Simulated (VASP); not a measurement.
# CdS (F-43m) in VASP: a series of runs, part 3 of 3

VASP 6.6.1. The steps go on from the part before.

## (6) Single point, BHLYP

POSCAR

```
CdS
1.0
    0.0000000000      2.9165000000      2.9165000000
    2.9165000000      0.0000000000      2.9165000000
    2.9165000000      2.9165000000      0.0000000000
Cd S
1 1
Direct
    0.0000000000      0.0000000000      0.0000000000
    0.7500000000      0.7500000000      0.7500000000
```

INCAR.step1

```
PREC = Accurate
ENCUT = 520
EDIFF = 1E-5
ISMEAR = -1
SIGMA = 0.05
LREAL = False
LASPH = True
NELM = 60
ALGO = Normal
ISIF = 2
LWAVE = True
GGA = PE
NBANDS = 16
```

INCAR.step2

```
PREC = Accurate
ENCUT = 520
EDIFF = 1E-7
ISMEAR = -1
SIGMA = 0.05
LREAL = False
LASPH = True
NELM = 60
ALGO = Normal
ISIF = 2
LWAVE = False
LCHARG = True
GGA = B5
LHFCALC = True
AEXX = 0.5
ALDAX = 0.5
AGGAX = 0.5
AGGAC = 1.0
ALDAC = 0.0
PRECFOCK = Normal
LELF = True
LVHAR = True
ISTART = 1
NBANDS = 16
```

KPOINTS

```
Automatic mesh
0
Gamma
  4 4 4
```

Potentials or basis: VASP PAW PBE potentials, release 64 (Cd, S).

The run is started by

```sh
> cat potpaw_PBE.64/Cd/POTCAR potpaw_PBE.64/S/POTCAR > POTCAR
> cp INCAR.step1 INCAR
> mpirun -np 1 vasp_std > vasp.out
> cp INCAR.step2 INCAR
> mpirun -np 1 vasp_std > vasp.out
```

OUTCAR:

```text
PREC = Accurate
   ENCUT = 520
   EDIFF = 1E-7
   ISMEAR = -1
   LREAL = False
   LASPH = True
   NELM = 60
   ISIF = 2
   GGA = B5
   LHFCALC = True
   AEXX = 0.5
   PRECFOCK = Normal
   ISTART = 1

 ion  position               nearest neighbor table
   1  0.000  0.000  0.000-   2 2.53   2 2.53   2 2.53   2 2.53
   2  0.750  0.750  0.750-   1 2.53   1 2.53   1 2.53   1 2.53

  LATTYP: Found a face centered cubic cell.
 ALAT       =     5.8330000000

  Lattice vectors:

 A1 = (   0.0000000000,   2.9165000000,   2.9165000000)
 A2 = (   2.9165000000,   0.0000000000,   2.9165000000)
 A3 = (   2.9165000000,   2.9165000000,   0.0000000000)

Analysis of symmetry for initial positions (statically):
=====================================================================
 Subroutine PRICEL returns:
 Original cell was already a primitive cell.

 Routine SETGRP: Setting up the symmetry group for a
 face centered cubic supercell.

 Subroutine GETGRP returns: Found 24 space group operations
 (whereof 24 operations were pure point group operations)
 out of a pool of 48 trial point group operations.

The static configuration has the point symmetry T_d .

Analysis of symmetry for dynamics (positions and initial velocities):
=====================================================================
 Subroutine PRICEL returns:
 Original cell was already a primitive cell.

 Routine SETGRP: Setting up the symmetry group for a
 face centered cubic supercell.

 Subroutine GETGRP returns: Found 24 space group operations
 (whereof 24 operations were pure point group operations)
 out of a pool of 48 trial point group operations.
[... 103 lines left out ...]
     AMIX     =   0.40;   BMIX     =  1.00
     AMIX_MAG =   1.60;   BMIX_MAG =  1.00
  volume/ion in A,a.u.               =      24.81       167.41
  Fermi-wavevector in a.u.,A,eV,Ry     =   1.167599  2.206442 18.548649  1.363287
  Thomas-Fermi vector in A             =   2.304097
   LORBIT       =      0    0 simple, 1 ext, 2 COOP (PROOUT), +10 PAW based schemes
   GGA     = B5    functional components
   LHFCALC =     T    Hartree Fock is set to
   PRECFOCK=normal    Normal, Fast or Accurate (Low or Medium for compatibility)
   ENCUT4O =  -1.0   cutoff for four orbital integrals eV
   NKREDX  =     1    reduce k-point grid by
   NKREDY  =     1    reduce k-point grid by
   NKREDZ  =     1    reduce k-point grid by
   AEXX    =    0.5000 exact exchange contribution
   HFSCREEN=    0.0000 screening length (either q_TF or 0.3 A-1)
   HFSCREENC=   0.0000 screening length for correlation (either q_TF or 0.3 A-1)
   ENCUTFOCK=  -1.0 apply spherical cutoff to Coloumb kernel
   IVDW    =     0    specifies the selected vdW correction
   LEPSILON=     F    determine dielectric tensor
   LRPA    =     F    only Hartree local field effects (RPA)
 non-spin polarized calculation
  energy-cutoff  :      520.00
  volume of cell :       49.62
 maximum number of plane-waves:      1363
 NGX is ok and might be reduce to    32
  NGX = 24; NGY = 24; NGZ = 24

 number of electron      18.0000005 magnetization

 Free energy of the ion-electron system (eV)
  ---------------------------------------------------
  ext. energy  EPLUGINS =         0.00000000
  ---------------------------------------------------
  free energy    TOTEN  =        -9.45180127 eV

  energy without entropy =       -9.45180127  energy(sigma->0) =       -9.45180127

 E-fermi :   0.6950     XC(G=0):  -4.8375

 val. band max:       -0.4373619188   @ k =   0.0000   0.0000   0.0000
 cond. band min:       4.2714953546   @ k =   0.0000   0.0000   0.0000
 fundamental gap:      4.7088572734
 Fermi energy:         0.6949966511

 k-point     1 :       0.0000    0.0000    0.0000
  band No.  band energies     occupation
      1     -15.2294      2.00000
      2     -10.4960      2.00000
      3     -10.4960      2.00000
      4     -10.4960      2.00000
      5     -10.0095      2.00000
      6     -10.0095      2.00000
[... 129 lines left out ...]
      3     -10.2452      2.00000
      4     -10.0592      2.00000
      5     -10.0007      2.00000
      6      -9.2778      2.00000
[... 8 lines left out ...]
     15      17.0469      0.00000
     16      17.5984      0.00000

------------------------ aborting loop because EDIFF is reached ----------------------------------------

  FORCE on cell =-STRESS in cart. coord.  units (eV):
  Direction    XX          YY          ZZ          XY          YZ          ZX
  --------------------------------------------------------------------------------------
  -------------------------------------------------------------------------------------
  Total        1.1351949      1.1351949      1.1351949      0.0000000      0.0000000      0.0000000
  in kB       36.6576876     36.6576876     36.6576876      0.0000000      0.0000000      0.0000000
  external PRESSURE =      36.6576876 kB  Pullay stress =       0.0000000 kB

 VOLUME and BASIS-vectors are now :
 -----------------------------------------------------------------------------
  energy-cutoff  :      520.00
  volume of cell :       49.62
      direct lattice vectors                 reciprocal lattice vectors
     0.000000000  2.916500000  2.916500000    -0.171438368  0.171438368  0.171438368
     2.916500000  0.000000000  2.916500000     0.171438368 -0.171438368  0.171438368
     2.916500000  2.916500000  0.000000000     0.171438368  0.171438368 -0.171438368

 POSITION                                       TOTAL-FORCE (eV/Angst)
 -----------------------------------------------------------------------------------
      0.00000      0.00000      0.00000         0.000000      0.000000      0.000000
      4.37475      4.37475      4.37475        -0.000000     -0.000000     -0.000000
 -----------------------------------------------------------------------------------
    total drift:                               -0.000009     -0.000013     -0.000006

  FREE ENERGIE OF THE ION-ELECTRON SYSTEM (eV)
  ---------------------------------------------------
  free  energy   TOTEN  =        -9.4518012683 eV

  energy  without entropy=       -9.4518012683  energy(sigma->0) =       -9.45180127
```

Wall time 9.5 min (1 thread of Intel Xeon Platinum 8259CL at 2.50GHz (Skylake/Cascade Lake), shared host); peak memory 0.18 GiB.

What came out:

- Free energy: -9.4518 eV
- Pressure: 3.7 GPa
- Band gap on the k mesh: 4.71 eV

Levels at points of the mesh, in eV from the valence-band top:
```tsv
k point	band 6	band 7	band 8	band 9	band 10	band 11	band 12	band 13
(0.00, 0.00, 0.00)	-9.57	0.00	0.00	0.00	4.71	10.46	10.46	10.46
(0.50, 0.00, 0.00)	-9.12	-5.00	-0.86	-0.86	6.75	10.89	10.89	11.46
(0.50, 0.50, 0.00)	-9.02	-4.51	-2.14	-2.14	6.94	8.15	13.45	15.30
```

Caveat: the k points lie up to 0.47 Å⁻¹ apart; the PAW data sets were made with another functional, which shifts forces and pressure a little.

## (7) Overview

```csv
level,spin,cell,k mesh,grid for exact exchange (PRECFOCK),share of exact exchange,gap on the mesh (eV),pressure (GPa)
PBEsol,"non-collinear, zero start, SOC","a = 4.125 Å, angles 60.0°, 2 atoms",8 × 8 × 8,-,-,-,0.1
BHLYP,off,"a = 4.040 Å, angles 60.0°, 2 atoms",4 × 4 × 4,Normal,0.5,4.90,9.0
BHLYP,off,"a = 4.069 Å, angles 60.0°, 2 atoms",4 × 4 × 4,Normal,0.5,4.84,7.0
BHLYP,off,"a = 4.097 Å, angles 60.0°, 2 atoms",4 × 4 × 4,Normal,0.5,4.77,5.3
BHLYP,off,"a = 4.125 Å, angles 60.0°, 2 atoms",4 × 4 × 4,Normal,0.5,4.71,3.7
```

Alike in all rows: task single point; potentials or basis VASP PAW PBE potentials, release 64 (Cd, S); cutoff (eV) 520; smearing fermi-dirac 0.05 eV.

Caveats: some runs use coarse meshes; the PAW data sets were made with another functional, which shifts forces and pressure a little.

Absolute energies hang on the potentials; compare differences alone.
